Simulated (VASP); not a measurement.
# Cs4ErTe in VASP: notebook

The runs below take Cs4ErTe through single point, with PBE.

Everything below comes from runs of VASP 6.6.1. Logs are shortened: lines on timing, memory, paths and dates and some standing lists are left out, and cuts for length are marked.

## Step 1: The cell of the first run

It takes space group P6/mmm (No. 191, hexagonal). Conventional cell: a = 6.819 Å, b = 6.819 Å, c = 7.561 Å, α = 90.00°, β = 90.00°, γ = 120.00°. Within 4.7 Å of Cs (site symmetry 3m) lie 5 Cs at 3.60 to 3.97 Å and 3 Te at 4.33 Å and 3 Er at 4.41 Å. Within 5.0 Å of Er (site symmetry 6/mmm) lie 2 Te at 3.78 Å and 12 Cs at 4.41 Å. Te (site symmetry 6/mmm) has 2 Er at 3.78 Å and 12 Cs at 4.33 Å within 5.0 Å.

The cell was built from a structure type or drawn by symmetry, and may not be a known phase.

## Step 2: Single point, PBE

File INCAR:

```
SYSTEM = Cs4ErTe
PREC = Accurate ; ENCUT = 500
EDIFF = 1E-6 ; ISMEAR = 0
SIGMA = 0.2 ; LREAL = .False.
LASPH = .True. ; NELM = 200
ALGO = Normal ; ISIF = 2
LWAVE = .False. ; LCHARG = .False.
GGA = PE ; NBANDS = 34
GGA_COMPAT = .False. ; LMAXMIX = 6
```

File KPOINTS:

```
regular mesh
0
Gamma
  3 3 2
  0 0 0
```

File POSCAR:

```
Cs4ErTe
1.0
    6.8186742211      0.0000000000      0.0000000000
   -3.4093371105      5.9051450956      0.0000000000
    0.0000000000      0.0000000000      7.5612811897
Cs Er Te
4 1 1
Direct
    0.3333333333      0.6666666667      0.7377368568
    0.6666666667      0.3333333333      0.7377368568
    0.6666666667      0.3333333333      0.2622631432
    0.3333333333      0.6666666667      0.2622631432
    0.0000000000      0.0000000000      0.0000000000
    0.0000000000      0.0000000000      0.5000000000
```

Potentials or basis: VASP PAW PBE potentials, release 64 (Cs_sv, Er_3, Te), 4f in core.

On the command line:

```console
$ cat potpaw_PBE.64/Cs_sv/POTCAR potpaw_PBE.64/Er_3/POTCAR potpaw_PBE.64/Te/POTCAR > POTCAR
$ mpirun -np 1 vasp_std > vasp.out
```

OUTCAR:

```text
SYSTEM = Cs4ErTe
   PREC = Accurate
   ENCUT = 500
   EDIFF = 1E-6
   ISMEAR = 0
   LREAL = .False.
   LASPH = .True.
   NELM = 200
   ISIF = 2
   GGA = PE

 ion  position               nearest neighbor table
   1  0.333  0.667  0.738-
   2  0.667  0.333  0.738-
   3  0.667  0.333  0.262-
   4  0.333  0.667  0.262-
   5  0.000  0.000  0.000-
   6  0.000  0.000  0.500-

  LATTYP: Found a hexagonal cell.
 ALAT       =     6.8186742211
 C/A-ratio  =     1.1089078235

  Lattice vectors:

 A1 = (   6.8186742211,   0.0000000000,   0.0000000000)
 A2 = (  -3.4093371105,   5.9051450956,   0.0000000000)
 A3 = (   0.0000000000,   0.0000000000,   7.5612811897)

Analysis of symmetry for initial positions (statically):
=====================================================================
 Subroutine PRICEL returns:
 Original cell was already a primitive cell.

 Routine SETGRP: Setting up the symmetry group for a
 hexagonal supercell.

 Subroutine GETGRP returns: Found 24 space group operations
 (whereof 24 operations were pure point group operations)
 out of a pool of 24 trial point group operations.

The static configuration has the point symmetry D_6h.

Analysis of symmetry for dynamics (positions and initial velocities):
=====================================================================
 Subroutine PRICEL returns:
 Original cell was already a primitive cell.

 Routine SETGRP: Setting up the symmetry group for a
 hexagonal supercell.

 Subroutine GETGRP returns: Found 24 space group operations
 (whereof 24 operations were pure point group operations)
 out of a pool of 24 trial point group operations.

The dynamic configuration has the point symmetry D_6h.

 Subroutine INISYM returns: Found 24 space group operations
 (whereof 24 operations are pure point group operations),
 and found     1 'primitive' translations

----------------------------------------------------------------------------------------

                                     Primitive cell

  volume of cell :     304.4570

  direct lattice vectors                    reciprocal lattice vectors
[... 74 lines left out ...]
   ENCUT  =  500.0 eV  36.75 Ry    6.06 a.u.  12.43 12.43 13.79*2*pi/ulx,y,z
   NELM   =    200;   NELMIN=  2; NELMDL= -5     # of ELM steps
   EDIFF  = 0.1E-05   stopping-criterion for ELM
   LREAL  =      F    real-space projection
   EDIFFG = 0.1E-04   stopping-criterion for IOM
   NSW    =      0    number of steps for IOM
   IBRION =     -1    ionic relax: 0-MD 1-quasi-New 2-CG
   NFREE  =      0    steps in history (QN), initial steepest desc. (CG)
   ISIF   =      2    stress and relaxation
   ISYM   =      2    0-nonsym 1-usesym 2-fastsym
   POTIM  = 0.5000    time-step for ionic-motion
   TEBEG  =    0.0;   TEEND  =   0.0 temperature during run
   PSTRESS=    0.0 pullay stress
   NELECT =      51.0000    total number of electrons
   NUPDOWN=      -1.0000    fix difference up-down
   EMIN   =  10.00;   EMAX   =-10.00  energy-range for DOS
   EFERMI =   0.00;   METHOD = LEGACY
   ISMEAR =     0;   SIGMA  =   0.20  broadening in eV -4-tet -1-fermi 0-gaus
   EFERMI_NEDOS =   21; number of points for ismear=-14 and -15
   IALGO  =     38    algorithm
   IMIX   =      4    mixing-type and parameters
     AMIX     =   0.40;   BMIX     =  1.00
     AMIX_MAG =   1.60;   BMIX_MAG =  1.00
  volume/ion in A,a.u.               =      50.74       342.43
  Fermi-wavevector in a.u.,A,eV,Ry     =   0.902450  1.705382 11.080791  0.814415
  Thomas-Fermi vector in A             =   2.025654
   LORBIT       =      0    0 simple, 1 ext, 2 COOP (PROOUT), +10 PAW based schemes
   GGA     = PE    functional components
   LHFCALC =     F    Hartree Fock is set to
   AEXX    =    0.0000 exact exchange contribution
   IVDW    =     0    specifies the selected vdW correction
   LEPSILON=     F    determine dielectric tensor
   LRPA    =     F    only Hartree local field effects (RPA)
 non-spin polarized calculation
 Gauss-broadening in eV      SIGMA  =   0.20
  energy-cutoff  :      500.00
  volume of cell :      304.46
 maximum number of plane-waves:      7767
 NGX is ok and might be reduce to    50
   NGX = 25   NGY = 25   NGZ = 27

 number of electron      51.0000002 magnetization

 Free energy of the ion-electron system (eV)
  ---------------------------------------------------
  ext. energy  EPLUGINS =         0.00000000
  ---------------------------------------------------
  free energy    TOTEN  =       -10.51853632 eV

  energy without entropy =      -10.29655089  energy(sigma->0) =      -10.40754360

 E-fermi :   3.0325     XC(G=0):  -7.8566

 val. band max:        3.0154174711   @ k =   0.3333   0.0000   0.5000
 cond. band min:       3.0560299982   @ k =   0.3333   0.3333   0.5000
 fundamental gap:      0.0406125272
 Fermi energy:         3.0324981782

 k-point     1 :       0.0000    0.0000    0.0000
  band No.  band energies     occupation
      1     -23.8536      2.00000
      2     -23.6519      2.00000
      3     -23.6519      2.00000
      4     -20.7474      2.00000
      5     -20.5767      2.00000
      6     -20.5529      2.00000
[... 211 lines left out ...]
     33       4.6484      0.00000
     34       4.6659      0.00000

------------------------ aborting loop because EDIFF is reached ----------------------------------------

  FORCE on cell =-STRESS in cart. coord.  units (eV):
  Direction    XX          YY          ZZ          XY          YZ          ZX
  --------------------------------------------------------------------------------------
  -------------------------------------------------------------------------------------
  Total        0.7175165      0.7175165      0.8982385      0.0000000     -0.0000000     -0.0000000
  in kB        3.7758659      3.7758659      4.7268992      0.0000000     -0.0000000     -0.0000000
  external PRESSURE =       4.0928770 kB  Pullay stress =       0.0000000 kB

 VOLUME and BASIS-vectors are now :
 -----------------------------------------------------------------------------
  energy-cutoff  :      500.00
  volume of cell :      304.46
      direct lattice vectors                 reciprocal lattice vectors
     6.818674221  0.000000000  0.000000000     0.146656075  0.084671925  0.000000000
    -3.409337111  5.905145096  0.000000000     0.000000000  0.169343849  0.000000000
     0.000000000  0.000000000  7.561281190     0.000000000  0.000000000  0.132252719

 POSITION                                       TOTAL-FORCE (eV/Angst)
 -----------------------------------------------------------------------------------
     -0.00000      3.93676      5.57824        -0.000000      0.000000      0.071285
      3.40934      1.96838      5.57824         0.000000     -0.000000      0.071285
      3.40934      1.96838      1.98305         0.000000     -0.000000     -0.071285
     -0.00000      3.93676      1.98305        -0.000000      0.000000     -0.071285
      0.00000      0.00000      0.00000        -0.000000      0.000000      0.000000
      0.00000      0.00000      3.78064        -0.000000      0.000000      0.000000
 -----------------------------------------------------------------------------------
    total drift:                                0.000000     -0.000000      0.000000

  FREE ENERGIE OF THE ION-ELECTRON SYSTEM (eV)
  ---------------------------------------------------
  free  energy   TOTEN  =       -10.5185363163 eV

  energy  without entropy=      -10.2965508878  energy(sigma->0) =      -10.40754360
```

OSZICAR:

```text
N       E                     dE             d eps       ncg     rms          rms(c)
DAV:   1     0.378062489437E+03    0.37806E+03   -0.19362E+04   586   0.119E+03
DAV:   2     0.342886920633E+02   -0.34377E+03   -0.33301E+03   744   0.315E+02
DAV:   3    -0.979601608807E+01   -0.44085E+02   -0.43643E+02   672   0.108E+02
DAV:   4    -0.110312583783E+02   -0.12352E+01   -0.12078E+01   624   0.153E+01
DAV:   5    -0.110754977280E+02   -0.44239E-01   -0.44011E-01   656   0.272E+00    0.957E+00
DAV:   6    -0.105744427480E+02    0.50105E+00   -0.12039E+00   632   0.328E+00    0.526E+00
DAV:   7    -0.105179583595E+02    0.56484E-01   -0.56506E-01   640   0.235E+00    0.224E+00
DAV:   8    -0.105191412041E+02   -0.11828E-02   -0.67209E-02   584   0.971E-01    0.414E-01
DAV:   9    -0.105181310563E+02    0.10101E-02   -0.97657E-03   640   0.361E-01    0.209E-01
DAV:  10    -0.105186045506E+02   -0.47349E-03   -0.34207E-03   576   0.217E-01    0.118E-01
DAV:  11    -0.105184936583E+02    0.11089E-03   -0.56322E-04   608   0.101E-01    0.622E-02
DAV:  12    -0.105185353215E+02   -0.41663E-04   -0.15409E-04   536   0.450E-02    0.425E-02
DAV:  13    -0.105185361010E+02   -0.77955E-06   -0.13216E-05   544   0.201E-02    0.722E-03
DAV:  14    -0.105185374422E+02   -0.13412E-05   -0.48534E-06   544   0.832E-03    0.754E-03
DAV:  15    -0.105185362300E+02    0.12122E-05   -0.49861E-06   424   0.855E-03    0.192E-03
DAV:  16    -0.105185363163E+02   -0.86285E-07   -0.45535E-07   312   0.957E-03
   1 F= -.10518536E+02 E0= -.10407544E+02  d E =-.221985E+00
```

It took 60 s on 1 thread of Intel Xeon 6975P-C (Granite Rapids), shared host; peak memory 0.37 GiB.

Results:

- Free energy: -10.5185 eV
- Pressure: 0.4 GPa
- Largest force: 0.071 eV/Å
- Band gap on the k mesh: zero (an odd number of electrons rules out a gap without spin polarisation)

Forces on the atoms (eV/Å):
```
Cs   0.000  0.000  0.071
Cs   0.000  0.000  0.071
Cs   0.000  0.000 -0.071
Cs   0.000  0.000 -0.071
Er   0.000  0.000  0.000
Te   0.000  0.000  0.000
```

Caveat: the k points lie up to 0.42 Å⁻¹ apart, too coarse for converged energies and pressures of a metal; spin-orbit coupling is left out, which moves the levels of the heavy elements; the 4f electrons are frozen in the core, so they carry no moment and show no levels.

## Step 3: Single point, PBE

This run uses another cell than the first one, of 53.27 Å³/atom.

File INCAR:

```
SYSTEM = Cs4ErTe
PREC = Accurate
ENCUT = 500
EDIFF = 1E-6
ISMEAR = 0
SIGMA = 0.2
LREAL = .False.
LASPH = .True.
NELM = 200
ALGO = Normal
ISIF = 2
LWAVE = .False.
LCHARG = .False.
GGA = PE
NBANDS = 34
GGA_COMPAT = .False.
LMAXMIX = 6
```

File KPOINTS:

```
Automatic mesh
0
Gamma
  3 3 2
  0 0 0
```

File POSCAR:

```
Cs4ErTe
1.0
    6.8162423742      0.0000000029      0.0000000000
   -3.4081211896      5.9030390530      0.0000000000
    0.0000000000      0.0000000000      7.9441348496
Cs Er Te
4 1 1
Direct
    0.0000000000      0.0000000000      0.2586067741
    0.0000000000      0.0000000000      0.7413932259
    0.3333333333      0.6666666667      0.7338540399
    0.3333333333      0.6666666667      0.2661459601
    0.6666666667      0.3333333333      0.0000000000
    0.6666666667      0.3333333333      0.5000000000
```

Potentials or basis: VASP PAW PBE potentials, release 64 (Cs_sv, Er_3, Te), 4f in core.

On the command line:

```console
$ cat potpaw_PBE.64/Cs_sv/POTCAR potpaw_PBE.64/Er_3/POTCAR potpaw_PBE.64/Te/POTCAR > POTCAR
$ mpirun -np 1 vasp_std > vasp.out
```

Run time: 48 s. Hardware: 1 thread of Intel Xeon 6975P-C (Granite Rapids), shared host; peak memory 0.41 GiB.

Results (log left out):

| Quantity | Value |
| --- | --- |
| Free energy | -10.5280 eV |
| Pressure | 0.2 GPa |
| Largest force | 0.078 eV/Å |
| Band gap on the k mesh | zero (an odd number of electrons rules out a gap without spin polarisation) |

Forces on the atoms (eV/Å):
```
Cs   0.000  0.000  0.078
Cs   0.000  0.000 -0.078
Cs   0.000  0.000  0.052
Cs   0.000  0.000 -0.052
Er   0.000  0.000  0.000
Te   0.000  0.000  0.000
```

Stress tensor (GPa, compression positive):
```
 0.29  0.00  0.00
 0.00  0.29  0.00
 0.00  0.00 -0.12
```

Levels at points of the mesh, in eV from the Fermi level:
```tsv
k point	band 23	band 24	band 25	band 26	band 27	band 28	band 29	band 30
(0.00, 0.00, 0.00)	-2.34	-2.34	-0.16	-0.16	0.21	0.28	0.28	1.01
(0.00, 0.00, 0.50)	-2.37	-1.25	0.03	0.12	0.12	0.63	0.63	0.80
```

Caveat: the k points lie up to 0.40 Å⁻¹ apart, too coarse for converged energies and pressures of a metal; spin-orbit coupling is left out, which moves the levels of the heavy elements; the 4f electrons are frozen in the core, so they carry no moment and show no levels. Spin polarisation is off, so any magnetic state and its effect on volume and gap are missing.
